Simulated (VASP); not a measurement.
# Sb in VASP: single point with PBE+D3(BJ)

Aim: the single point of Sb with PBE+D3(BJ).

Program: VASP 6.6.1. These are calculated values, not measurements. Logs are shortened: lines on timing, memory, paths and dates and some standing lists are left out, and cuts for length are marked.

## Step 1: The cell of the first run

The cell holds a slab with vacuum, 6 atoms: a = 7.297 Å, b = 7.297 Å, c = 22.750 Å, α = 90.00°, β = 90.00°, γ = 120.00°.

## Step 2: Single point, PBE+D3(BJ)

Contents of INCAR:

```
SYSTEM = Sb
ALGO = Normal
DIPOL = 0.5 0.5 0.632
EDIFF = 1E-6
ENCUT = 400
GGA = PE
GGA_COMPAT = .FALSE.
IDIPOL = 3
ISIF = 2
ISMEAR = 0
IVDW = 12
LASPH = .TRUE.
LCHARG = .TRUE.
LDIPOL = .TRUE.
LELF = .TRUE.
LREAL = .FALSE.
LVACPOTAV = .TRUE.
LVHAR = .TRUE.
LWAVE = .FALSE.
NBANDS = 24
NELM = 120
NELMDL = -8
PREC = Accurate
SIGMA = 0.04
```

Contents of KPOINTS:

```
k-points
0
G
  6 6 1
  0 0 0
```

Contents of POSCAR:

```
Sb
1.0
    7.2968929463      0.0000000000      0.0000000000
   -3.6484464731      6.3192946602      0.0000000000
    0.0000000000      0.0000000000     22.7500000000
Sb
6
Direct
    0.6666670000      0.6666670000      0.5964948123
    0.3355826542      0.9975303135      0.5964503647
    1.0045714094      0.3348964083      0.5963850795
    0.3359404583      0.3309779479      0.6666381388
    0.9998692691      0.6658189727      0.6665209719
    0.6710181778      1.0022990632      0.6666762181
```

Potentials or basis: VASP PAW PBE potentials, release 64 (Sb).

The run is started by

```
cat potpaw_PBE.64/Sb/POTCAR > POTCAR
mpirun -np 1 vasp_std > vasp.out
```

OUTCAR:

```text
SYSTEM = Sb
   EDIFF = 1E-6
   ENCUT = 400
   GGA = PE
   ISIF = 2
   ISMEAR = 0
   IVDW = 12
   LASPH = .TRUE.
   LREAL = .FALSE.
   NELM = 120
   NELMDL = -8
   PREC = Accurate
 IVDW          = 12

 ion  position               nearest neighbor table
   1  0.667  0.667  0.596-   4 2.91   5 2.91   6 2.91
   2  0.336  0.998  0.596-   6 2.91   4 2.91   5 2.91
   3  0.005  0.335  0.596-   5 2.91   6 2.91   4 2.91
   4  0.336  0.331  0.667-   1 2.91   2 2.91   3 2.91
   5  1.000  0.666  0.667-   3 2.91   1 2.91   2 2.91
   6  0.671  0.002  0.667-   2 2.91   3 2.91   1 2.91

  LATTYP: Found a hexagonal cell.
 ALAT       =     7.2968929463
 C/A-ratio  =     3.1177653513

  Lattice vectors:

 A1 = (   7.2968929463,   0.0000000000,   0.0000000000)
 A2 = (  -3.6484464731,   6.3192946602,   0.0000000000)
 A3 = (   0.0000000000,   0.0000000000,  22.7500000000)

Analysis of symmetry for initial positions (statically):
=====================================================================
 Subroutine PRICEL returns:
 Original cell was already a primitive cell.

 Routine SETGRP: Setting up the symmetry group for a
 hexagonal supercell.

 Subroutine GETGRP returns: Found  1 space group operations
 (whereof  1 operations were pure point group operations)
 out of a pool of 24 trial point group operations.

The static configuration has the point symmetry C_1 .

Analysis of symmetry for dynamics (positions and initial velocities):
=====================================================================
 Subroutine PRICEL returns:
 Original cell was already a primitive cell.

 Routine SETGRP: Setting up the symmetry group for a
 hexagonal supercell.

 Subroutine GETGRP returns: Found  1 space group operations
 (whereof  1 operations were pure point group operations)
 out of a pool of 24 trial point group operations.

The dynamic configuration has the point symmetry C_1 .

 Subroutine INISYM returns: Found  1 space group operations
 (whereof  1 operations are pure point group operations),
 and found     1 'primitive' translations

----------------------------------------------------------------------------------------

                                     Primitive cell

  volume of cell :    1049.0302

  direct lattice vectors                    reciprocal lattice vectors
     7.296892946  0.000000000  0.000000000     0.137044631  0.079122754  0.000000000
    -3.648446473  6.319294660  0.000000000     0.000000000  0.158245509  0.000000000
     0.000000000  0.000000000 22.750000000     0.000000000  0.000000000  0.043956044

  length of vectors
     7.296892946  7.296892946 22.750000000     0.158245509  0.158245509  0.043956044

  position of ions in fractional coordinates (direct lattice)
     0.666667000  0.666667000  0.596494812
     0.335582654  0.997530314  0.596450365
     0.004571409  0.334896408  0.596385080
     0.335940458  0.330977948  0.666638139
     0.999869269  0.665818973  0.666520972
     0.671018178  0.002299063  0.666676218

  ion indices of the primitive-cell ions
   primitive index   ion index
                 1           1
                 2           2
                 3           3
                 4           4
                 5           5
                 6           6

----------------------------------------------------------------------------------------

 KPOINTS: k-points

Automatic generation of k-mesh.
 Grid dimensions read from file:
 generate k-points for:    6    6    1

 Generating k-lattice:

  Cartesian coordinates                     Fractional coordinates (reciprocal lattice)
     0.022840772  0.013187126  0.000000000     0.166666667  0.000000000  0.000000000
     0.000000000  0.026374251  0.000000000     0.000000000  0.166666667  0.000000000
     0.000000000  0.000000000  0.043956044     0.000000000  0.000000000  1.000000000

  Length of vectors
     0.026374251  0.026374251  0.043956044

  Shift w.r.t. Gamma in fractional coordinates (k-lattice)
     0.000000000  0.000000000  0.000000000

 Subroutine IBZKPT returns following result:
 ===========================================

 Found     20 irreducible k-points:

 Following reciprocal coordinates:
            Coordinates               Weight
  0.000000  0.000000  0.000000      1.000000
  0.166667  0.000000  0.000000      2.000000
  0.000000  0.166667  0.000000      2.000000
 -0.166667  0.166667  0.000000      2.000000
  0.333333  0.000000  0.000000      2.000000
  0.000000  0.333333  0.000000      2.000000
[... 12 lines left out ...]
  0.500000 -0.166667  0.000000      2.000000
  0.333333  0.333333  0.000000      2.000000
   k-points           NKPTS =     20   k-points in BZ     NKDIM =     20   number of bands    NBANDS=     24
   number of dos      NEDOS =    301   number of ions     NIONS =      6
   total plane-waves  NPLWV = 345600
   dimension x,y,z NGX =    48 NGY =   48 NGZ =  150
   dimension x,y,z NGXF=    96 NGYF=   96 NGZF=  300
   ions per type =               6
   NGX,Y,Z   is equivalent  to a cutoff of  10.94, 10.94, 10.96 a.u.
   NGXF,Y,Z  is equivalent  to a cutoff of  21.87, 21.87, 21.92 a.u.
 SYSTEM =  Sb
   PREC   = accura    normal or accurate (medium, high low for compatibility)
   ISTART =      0    job   : 0-new  1-cont  2-samecut
   ICHARG =      2    charge: 1-file 2-atom 10-const
   ISPIN  =      1    spin polarized calculation?
   LNONCOLLINEAR =      F non collinear calculations
   LSORBIT =      F    spin-orbit coupling
   LASPH  =      T    aspherical Exc in radial PAW
   ENCUT  =  400.0 eV  29.40 Ry    5.42 a.u.  11.90 11.90 37.10*2*pi/ulx,y,z
   NELM   =    120;   NELMIN=  2; NELMDL= -8     # of ELM steps
   EDIFF  = 0.1E-05   stopping-criterion for ELM
   LREAL  =      F    real-space projection
   EDIFFG = 0.1E-04   stopping-criterion for IOM
   NSW    =      0    number of steps for IOM
   IBRION =     -1    ionic relax: 0-MD 1-quasi-New 2-CG
   NFREE  =      0    steps in history (QN), initial steepest desc. (CG)
   ISIF   =      2    stress and relaxation
   ISYM   =      2    0-nonsym 1-usesym 2-fastsym
   POTIM  = 0.5000    time-step for ionic-motion
   TEBEG  =    0.0;   TEEND  =   0.0 temperature during run
   PSTRESS=    0.0 pullay stress
   NELECT =      30.0000    total number of electrons
   NUPDOWN=      -1.0000    fix difference up-down
   EMIN   =  10.00;   EMAX   =-10.00  energy-range for DOS
   EFERMI =   0.00;   METHOD = LEGACY
   ISMEAR =     0;   SIGMA  =   0.04  broadening in eV -4-tet -1-fermi 0-gaus
   EFERMI_NEDOS =   21; number of points for ismear=-14 and -15
   IALGO  =     38    algorithm
   IMIX   =      4    mixing-type and parameters
     AMIX     =   0.40;   BMIX     =  1.00
     AMIX_MAG =   1.60;   BMIX_MAG =  1.00
  volume/ion in A,a.u.               =     174.84      1179.87
  Fermi-wavevector in a.u.,A,eV,Ry     =   0.500633  0.946059  3.410071  0.250633
  Thomas-Fermi vector in A             =   1.508737
   LORBIT       =      0    0 simple, 1 ext, 2 COOP (PROOUT), +10 PAW based schemes
   GGA     = PE    functional components
   LHFCALC =     F    Hartree Fock is set to
   AEXX    =    0.0000 exact exchange contribution
   IVDW    =    12    specifies the selected vdW correction
   LEPSILON=     F    determine dielectric tensor
   LRPA    =     F    only Hartree local field effects (RPA)
 non-spin polarized calculation
 Gauss-broadening in eV      SIGMA  =   0.04
  energy-cutoff  :      400.00
  volume of cell :     1049.03
 maximum number of plane-waves:     19080
   NGX = 23   NGY = 23   NGZ = 75

 dipolmoment           0.000000      0.000000     -0.000003 electrons x Angstroem

 number of electron      30.0000000 magnetization

 dipolmoment           0.000000      0.000000      0.000002 electrons x Angstroem

 Free energy of the ion-electron system (eV)
  ---------------------------------------------------
  ext. energy  EPLUGINS =         0.00000000
  ---------------------------------------------------
  free energy    TOTEN  =       -24.26254059 eV

  energy without entropy =      -24.26254059  energy(sigma->0) =      -24.26254059

 E-fermi :  -2.9592     XC(G=0):  -2.3120

 val. band max:       -3.1510710028   @ k =   0.0000   0.0000   0.0000
 cond. band min:      -1.7224351391   @ k =   0.0000   0.0000   0.0000
 fundamental gap:      1.4286358637
 Fermi energy:        -2.9592140436

 k-point     1 :       0.0000    0.0000    0.0000
  band No.  band energies     occupation
      1     -14.0060      2.00000
      2     -11.3935      2.00000
      3     -11.3931      2.00000
      4     -11.3882      2.00000
      5     -11.3879      2.00000
      6      -9.0696      2.00000
[... 16 lines left out ...]
     23       0.6856      0.00000
     24       0.6863      0.00000

 k-point     2 :       0.1667    0.0000    0.0000
  band No.  band energies     occupation
      1     -13.9141      2.00000
      2     -11.9937      2.00000
      3     -11.8495      2.00000
      4     -10.9582      2.00000
      5     -10.7919      2.00000
      6      -9.0886      2.00000
[... 16 lines left out ...]
     23       0.4786      0.00000
     24       0.8041      0.00000

 k-point     3 :       0.0000    0.1667    0.0000
  band No.  band energies     occupation
      1     -13.9141      2.00000
      2     -11.9937      2.00000
      3     -11.8495      2.00000
      4     -10.9581      2.00000
      5     -10.7919      2.00000
      6      -9.0886      2.00000
[... 16 lines left out ...]
     23       0.4786      0.00000
     24       0.8041      0.00000
[... 406 lines left out ...]
 k-point    19 :       0.5000   -0.1667    0.0000
  band No.  band energies     occupation
      1     -13.3790      2.00000
      2     -12.8796      2.00000
      3     -12.4705      2.00000
      4     -10.3956      2.00000
      5      -9.8976      2.00000
      6      -9.4014      2.00000
[... 16 lines left out ...]
     23       0.5079      0.00000
     24       0.5321      0.00000

 k-point    20 :       0.3333    0.3333    0.0000
  band No.  band energies     occupation
      1     -12.9672      2.00000
      2     -12.9655      2.00000
      3     -12.9631      2.00000
      4      -9.8330      2.00000
      5      -9.8321      2.00000
      6      -9.8302      2.00000
[... 16 lines left out ...]
     23       0.5638      0.00000
     24       0.5662      0.00000

------------------------ aborting loop because EDIFF is reached ----------------------------------------

 Edisp (eV)   -1.32046

 E8    (eV) :    -0.6571

  FORCE on cell =-STRESS in cart. coord.  units (eV):
  Direction    XX          YY          ZZ          XY          YZ          ZX
  --------------------------------------------------------------------------------------
  -------------------------------------------------------------------------------------
  Total      -3.50221    -3.50193     0.47046     0.00004    -0.00010    -0.00030
  in kB      -5.34890    -5.34847     0.71852     0.00006    -0.00015    -0.00045
  external pressure =       -3.33 kB  Pullay stress =        0.00 kB

 VOLUME and BASIS-vectors are now :
 -----------------------------------------------------------------------------
  energy-cutoff  :      400.00
  volume of cell :     1049.03
      direct lattice vectors                 reciprocal lattice vectors
     7.296892946  0.000000000  0.000000000     0.137044631  0.079122754  0.000000000
    -3.648446473  6.319294660  0.000000000     0.000000000  0.158245509  0.000000000
     0.000000000  0.000000000 22.750000000     0.000000000  0.000000000  0.043956044

 POSITION                                       TOTAL-FORCE (eV/Angst)
 -----------------------------------------------------------------------------------
      2.43230      4.21287     13.57026         0.033452      0.001658     -0.104378
     -1.19073      6.30369     13.56925        -0.018053      0.026043     -0.102885
     -1.18849      2.11631     13.56776        -0.015243     -0.027659     -0.100111
      1.24377      2.09155     15.16602        -0.026224      0.023516      0.102231
      4.86673      4.20751     15.16335         0.033350      0.010628      0.104313
      4.88796      0.01453     15.16688        -0.007282     -0.034185      0.100830
 -----------------------------------------------------------------------------------
    total drift:                               -0.000301      0.000055     -0.000025

  FREE ENERGIE OF THE ION-ELECTRON SYSTEM (eV)
  ---------------------------------------------------
  free  energy   TOTEN  =       -25.5829984645 eV

  energy  without entropy=      -25.5829984645  energy(sigma->0) =      -25.58299846

 vacuum level on the upper side and lower side of the slab         1.986         1.986
```

Run time: 12 min. Hardware: 1 thread of Oxide Virtual Turin-like, shared host; peak memory 0.74 GiB.

What came out:

* Free energy: -25.5830 eV
* Largest force: 0.110 eV/Å
* Band gap on the k mesh: 1.43 eV
* Dispersion energy per atom: -0.220 eV

Forces in eV/Å, atoms in the order of the input:
```
Sb   0.033  0.002 -0.104
Sb  -0.018  0.026 -0.103
Sb  -0.015 -0.028 -0.100
Sb  -0.026  0.024  0.102
Sb   0.033  0.011  0.104
Sb  -0.007 -0.034  0.101
```

Caveat: spin-orbit coupling is left out, which moves the levels of the heavy elements.
